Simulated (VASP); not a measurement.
Here is a VASP 6.6.1 calculation.

POSCAR

```
ReS
1.0
    0.0000000000      2.4842001446      2.4842001446
    2.4842001446      0.0000000000      2.4842001446
    2.4842001446      2.4842001446      0.0000000000
Re S
1 1
Direct
    0.0000000000      0.0000000000      0.0000000000
    0.5000000000      0.5000000000      0.5000000000
```

INCAR.step1

```
SYSTEM = ReS
PREC = Accurate
ENCUT = 520
ISMEAR = 0
SIGMA = 0.1
LREAL = .FALSE.
LASPH = .TRUE.
NELM = 150
ISPIN = 2
MAGMOM = 2 0
LMAXMIX = 4
NBANDS = 18
GGA = PE
ALGO = Normal
EDIFF = 1E-4
LWAVE = .TRUE.
LCHARG = .FALSE.
```

The input INCAR.step2:

```
SYSTEM = ReS
PREC = Accurate
ENCUT = 520
EDIFF = 1E-7
ISMEAR = 0
SIGMA = 0.1
LREAL = .FALSE.
LASPH = .TRUE.
NELM = 150
ALGO = Normal
ISIF = 2
LWAVE = .FALSE.
LCHARG = .FALSE.
ISPIN = 2
MAGMOM = 2 0
LORBIT = 11
LMAXMIX = 4
METAGGA = R2SCAN
LMIXTAU = .TRUE.
NBANDS = 18
ISTART = 1
```

File KPOINTS:

```
regular mesh
0
G
  14 14 14
  0 0 0
```

Potentials or basis: VASP PAW PBE potentials, release 64 (Re, S).

The run is started by

```sh
$ cat potpaw_PBE.64/Re/POTCAR potpaw_PBE.64/S/POTCAR > POTCAR
$ cp INCAR.step1 INCAR
$ mpirun -np 1 vasp_std > vasp.out
$ cp INCAR.step2 INCAR
$ mpirun -np 1 vasp_std > vasp.out
```

Problem. Estimate the site moments.

Solution. Re +1.95; S +0.04 μB.

Problem. Predict the net moment.

Solution. 1.98 μB per cell.
